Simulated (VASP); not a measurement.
# AlAs (F-43m) in VASP: further runs

The runs below take AlAs through single point, with LDA.

All numbers are computed with VASP 6.6.1; they aren't measurements. Logs are shortened: lines on timing, memory, paths and dates and some standing lists are left out, and cuts for length are marked.

## (1) The cell of the first run

It takes space group F-43m (No. 216, cubic). The conventional cell has a = 5.434 Å, b = 5.434 Å, c = 5.434 Å, α = 90.00°, β = 90.00°, γ = 90.00°. Al (site symmetry -43m) has 4 As at 2.35 Å within 3.1 Å. Within 3.1 Å of As (site symmetry -43m) lie 4 Al at 2.35 Å.

## (2) Single point, LDA

The input, INCAR:

```
ALGO = Normal
EDIFF = 1E-6
ENCUT = 500
GGA_COMPAT = False
ISIF = 2
ISMEAR = 0
LASPH = True
LCHARG = True
LELF = True
LREAL = False
LVHAR = True
LWAVE = False
NBANDS = 11
NELM = 120
PREC = Accurate
SIGMA = 0.01
```

The input, KPOINTS:

```
k-points
0
Gamma
  8 8 8
```

The input, POSCAR:

```
AlAs
1.0
    2.7171237246      2.7171237246      0.0000000000
   -2.7171237246      2.7171237246      0.0000000000
    0.0000000000      2.7171237246      2.7171237246
Al As
1 1
Direct
    0.0000000000      0.0000000000      0.0000000000
    0.7500000000      0.2500000000      0.5000000000
```

Potentials or basis: VASP PAW LDA potentials, release 64 (Al, As).

The run is started by

```bash
$ cat potpaw_LDA.64/Al/POTCAR potpaw_LDA.64/As/POTCAR > POTCAR
$ mpirun -np 1 vasp_std > vasp.out
```

OUTCAR:

```text
EDIFF = 1E-6
   ENCUT = 500
   ISIF = 2
   ISMEAR = 0
   LASPH = True
   LREAL = False
   NELM = 120
   PREC = Accurate

 ion  position               nearest neighbor table
   1  0.000  0.000  0.000-   2 2.35   2 2.35   2 2.35   2 2.35
   2  0.750  0.250  0.500-   1 2.35   1 2.35   1 2.35   1 2.35

  LATTYP: Found a face centered cubic cell.
 ALAT       =     5.4342474492

  Lattice vectors:

 A1 = (   0.0000000000,   2.7171237246,   2.7171237246)
 A2 = (   2.7171237246,   0.0000000000,   2.7171237246)
 A3 = (   2.7171237246,   2.7171237246,   0.0000000000)

Analysis of symmetry for initial positions (statically):
=====================================================================
 Subroutine PRICEL returns:
 Original cell was already a primitive cell.

 Routine SETGRP: Setting up the symmetry group for a
 face centered cubic supercell.

 Subroutine GETGRP returns: Found 24 space group operations
 (whereof 24 operations were pure point group operations)
 out of a pool of 48 trial point group operations.

The static configuration has the point symmetry T_d .

Analysis of symmetry for dynamics (positions and initial velocities):
=====================================================================
 Subroutine PRICEL returns:
 Original cell was already a primitive cell.

 Routine SETGRP: Setting up the symmetry group for a
 face centered cubic supercell.

 Subroutine GETGRP returns: Found 24 space group operations
 (whereof 24 operations were pure point group operations)
 out of a pool of 48 trial point group operations.

The dynamic configuration has the point symmetry T_d .

 Subroutine INISYM returns: Found 24 space group operations
 (whereof 24 operations are pure point group operations),
 and found     1 'primitive' translations

----------------------------------------------------------------------------------------

                                     Primitive cell

  volume of cell :      40.1198

  direct lattice vectors                    reciprocal lattice vectors
     2.717123725  2.717123725  0.000000000     0.184018120  0.184018120 -0.184018120
    -2.717123725  2.717123725  0.000000000    -0.184018120  0.184018120 -0.184018120
     0.000000000  2.717123725  2.717123725     0.000000000  0.000000000  0.368036240

  length of vectors
     3.842593222  3.842593222  3.842593222     0.318728734  0.318728734  0.368036240

  position of ions in fractional coordinates (direct lattice)
     0.000000000  0.000000000  0.000000000
     0.750000000  0.250000000  0.500000000

  ion indices of the primitive-cell ions
   primitive index   ion index
                 1           1
                 2           2

----------------------------------------------------------------------------------------

 KPOINTS: k-points

Automatic generation of k-mesh.
 Grid dimensions read from file:
 generate k-points for:    8    8    8

 Generating k-lattice:

  Cartesian coordinates                     Fractional coordinates (reciprocal lattice)
     0.023002265  0.023002265 -0.023002265     0.125000000  0.000000000  0.000000000
    -0.023002265  0.023002265 -0.023002265     0.000000000  0.125000000  0.000000000
     0.000000000  0.000000000  0.046004530     0.000000000  0.000000000  0.125000000

  Length of vectors
     0.039841092  0.039841092  0.046004530

  Shift w.r.t. Gamma in fractional coordinates (k-lattice)
     0.000000000  0.000000000  0.000000000

 Subroutine IBZKPT returns following result:
 ===========================================

 Found     29 irreducible k-points:

 Following reciprocal coordinates:
            Coordinates               Weight
  0.000000  0.000000  0.000000      1.000000
  0.125000  0.000000  0.000000      8.000000
  0.250000  0.000000  0.000000      8.000000
  0.375000  0.000000  0.000000      8.000000
  0.500000  0.000000  0.000000      4.000000
  0.125000  0.125000  0.000000     12.000000
[... 16 lines left out ...]
  0.375000  0.250000  0.125000     48.000000
  0.500000  0.250000  0.125000     24.000000
 [... further k-points ...]
   k-points           NKPTS =     29   k-points in BZ     NKDIM =     29   number of bands    NBANDS=     11
   number of dos      NEDOS =    301   number of ions     NIONS =      2
   total plane-waves  NPLWV =  21952
   dimension x,y,z NGX =    28 NGY =   28 NGZ =   28
   dimension x,y,z NGXF=    56 NGYF=   56 NGZF=   56
   ions per type =               1   1
   NGX,Y,Z   is equivalent  to a cutoff of  12.11, 12.11, 12.11 a.u.
   NGXF,Y,Z  is equivalent  to a cutoff of  24.23, 24.23, 24.23 a.u.
 SYSTEM =  unknown system
   PREC   = accura    normal or accurate (medium, high low for compatibility)
   ISTART =      0    job   : 0-new  1-cont  2-samecut
   ICHARG =      2    charge: 1-file 2-atom 10-const
   ISPIN  =      1    spin polarized calculation?
   LNONCOLLINEAR =      F non collinear calculations
   LSORBIT =      F    spin-orbit coupling
   LASPH  =      T    aspherical Exc in radial PAW
   ENCUT  =  500.0 eV  36.75 Ry    6.06 a.u.   7.01  7.01  7.01*2*pi/ulx,y,z
   NELM   =    120;   NELMIN=  2; NELMDL= -5     # of ELM steps
   EDIFF  = 0.1E-05   stopping-criterion for ELM
   LREAL  =      F    real-space projection
   EDIFFG = 0.1E-04   stopping-criterion for IOM
   NSW    =      0    number of steps for IOM
   IBRION =     -1    ionic relax: 0-MD 1-quasi-New 2-CG
   NFREE  =      0    steps in history (QN), initial steepest desc. (CG)
   ISIF   =      2    stress and relaxation
   ISYM   =      2    0-nonsym 1-usesym 2-fastsym
   POTIM  = 0.5000    time-step for ionic-motion
   TEBEG  =    0.0;   TEEND  =   0.0 temperature during run
   PSTRESS=    0.0 pullay stress
   NELECT =       8.0000    total number of electrons
   NUPDOWN=      -1.0000    fix difference up-down
   EMIN   =  10.00;   EMAX   =-10.00  energy-range for DOS
   EFERMI =   0.00;   METHOD = LEGACY
   ISMEAR =     0;   SIGMA  =   0.01  broadening in eV -4-tet -1-fermi 0-gaus
   EFERMI_NEDOS =   21; number of points for ismear=-14 and -15
   IALGO  =     38    algorithm
   IMIX   =      4    mixing-type and parameters
     AMIX     =   0.40;   BMIX     =  1.00
     AMIX_MAG =   1.60;   BMIX_MAG =  1.00
  volume/ion in A,a.u.               =      20.06       135.37
  Fermi-wavevector in a.u.,A,eV,Ry     =   0.956428  1.807386 12.445979  0.914754
  Thomas-Fermi vector in A             =   2.085355
   LORBIT       =      0    0 simple, 1 ext, 2 COOP (PROOUT), +10 PAW based schemes
   GGA     = CA    functional components
   LHFCALC =     F    Hartree Fock is set to
   AEXX    =    0.0000 exact exchange contribution
   IVDW    =     0    specifies the selected vdW correction
   LEPSILON=     F    determine dielectric tensor
   LRPA    =     F    only Hartree local field effects (RPA)
 non-spin polarized calculation
 Gauss-broadening in eV      SIGMA  =   0.01
  energy-cutoff  :      500.00
  volume of cell :       40.12
 maximum number of plane-waves:      1036
   NGX = 13   NGY = 13   NGZ = 13

 number of electron       8.0000001 magnetization

 Free energy of the ion-electron system (eV)
  ---------------------------------------------------
  ext. energy  EPLUGINS =         0.00000000
  ---------------------------------------------------
  free energy    TOTEN  =       -10.37414363 eV

  energy without entropy =      -10.37414363  energy(sigma->0) =      -10.37414363

 E-fermi :   4.9641     XC(G=0):  -9.7515

 val. band max:        4.9007535410   @ k =   0.0000   0.0000   0.0000
 cond. band min:       6.0097913307   @ k =   0.5000   0.5000   0.0000
 fundamental gap:      1.1090377897
 Fermi energy:         4.9641321240

 k-point     1 :       0.0000    0.0000    0.0000
  band No.  band energies     occupation
      1      -7.7274      2.00000
      2       4.9008      2.00000
      3       4.9008      2.00000
      4       4.9008      2.00000
      5       7.7878      0.00000
      6       9.3581      0.00000
      7       9.3581      0.00000
      8       9.3581      0.00000
      9      14.1753      0.00000
     10      14.1753      0.00000
     11      14.2463      0.00000

 k-point     2 :       0.1250    0.0000    0.0000
  band No.  band energies     occupation
      1      -7.5497      2.00000
      2       3.4193      2.00000
      3       4.7190      2.00000
      4       4.7190      2.00000
      5       8.3179      0.00000
      6       9.6726      0.00000
      7       9.6726      0.00000
      8       9.9904      0.00000
      9      13.4705      0.00000
     10      13.4705      0.00000
     11      14.9358      0.00000

 k-point     3 :       0.2500    0.0000    0.0000
  band No.  band energies     occupation
      1      -7.0503      2.00000
      2       1.2446      2.00000
      3       4.3660      2.00000
      4       4.3660      2.00000
      5       7.9261      0.00000
      6       9.9929      0.00000
      7       9.9929      0.00000
      8      11.9976      0.00000
      9      13.3855      0.00000
     10      13.3855      0.00000
     11      14.5294      0.00000

 k-point     4 :       0.3750    0.0000    0.0000
  band No.  band energies     occupation
      1      -6.3835      2.00000
      2      -0.5258      2.00000
      3       4.0883      2.00000
      4       4.0883      2.00000
      5       7.5399      0.00000
      6       9.7718      0.00000
      7       9.7718      0.00000
      8      12.8192      0.00000
      9      14.8753      0.00000
     10      14.8753      0.00000
     11      15.3839      0.00000
[... 239 lines left out ...]
 k-point    22 :       0.2500    0.2500    0.1250
  band No.  band energies     occupation
      1      -6.6285      2.00000
      2       0.9042      2.00000
      3       2.6592      2.00000
      4       3.8016      2.00000
      5       8.5499      0.00000
      6       9.6414      0.00000
      7      10.2721      0.00000
      8      11.8391      0.00000
      9      13.5433      0.00000
     10      15.8962      0.00000
     11      17.7230      0.00000

 k-point    23 :       0.3750    0.2500    0.1250
  band No.  band energies     occupation
      1      -6.0204      2.00000
      2      -0.2842      2.00000
      3       2.0228      2.00000
      4       3.3502      2.00000
      5       8.6805      0.00000
      6       9.5679      0.00000
      7      10.9805      0.00000
      8      12.1330      0.00000
      9      14.8156      0.00000
     10      15.9941      0.00000
     11      17.6419      0.00000

 k-point    24 :       0.5000    0.2500    0.1250
  band No.  band energies     occupation
      1      -5.6918      2.00000
      2      -0.8732      2.00000
      3       1.8738      2.00000
      4       3.1324      2.00000
      5       8.6999      0.00000
      6       9.2534      0.00000
      7      12.0067      0.00000
      8      12.9674      0.00000
      9      13.7041      0.00000
     10      16.3329      0.00000
     11      17.8883      0.00000

 [... further k-points ...]

------------------------ aborting loop because EDIFF is reached ----------------------------------------

  FORCE on cell =-STRESS in cart. coord.  units (eV):
  Direction    XX          YY          ZZ          XY          YZ          ZX
  --------------------------------------------------------------------------------------
  -------------------------------------------------------------------------------------
  Total        2.6399659      2.6399659      2.6399659      0.0000000      0.0000000      0.0000000
  in kB      105.4267105    105.4267105    105.4267105      0.0000000      0.0000000      0.0000000
  external PRESSURE =     105.4267105 kB  Pullay stress =       0.0000000 kB

 VOLUME and BASIS-vectors are now :
 -----------------------------------------------------------------------------
  energy-cutoff  :      500.00
  volume of cell :       40.12
      direct lattice vectors                 reciprocal lattice vectors
     2.717123725  2.717123725  0.000000000     0.184018120  0.184018120 -0.184018120
    -2.717123725  2.717123725  0.000000000    -0.184018120  0.184018120 -0.184018120
     0.000000000  2.717123725  2.717123725     0.000000000  0.000000000  0.368036240

 POSITION                                       TOTAL-FORCE (eV/Angst)
 -----------------------------------------------------------------------------------
      0.00000      0.00000      0.00000        -0.000000     -0.000000     -0.000000
      1.35856      4.07569      1.35856         0.000000      0.000000      0.000000
 -----------------------------------------------------------------------------------
    total drift:                                0.000000     -0.000000      0.000000

  FREE ENERGIE OF THE ION-ELECTRON SYSTEM (eV)
  ---------------------------------------------------
  free  energy   TOTEN  =       -10.3741436341 eV

  energy  without entropy=      -10.3741436341  energy(sigma->0) =      -10.37414363
```

Wall time 17 s (1 thread of Intel Xeon Platinum 8259CL at 2.50GHz (Skylake/Cascade Lake), shared host); peak memory 0.14 GiB.

Results:

```yaml
Free_energy: -10.3741 eV
Pressure: 10.5 GPa
Band_gap_on_the_k_mesh: 1.11 eV, indirect (least direct gap 2.89 eV)
```

(Continued in part 2 of 2.)
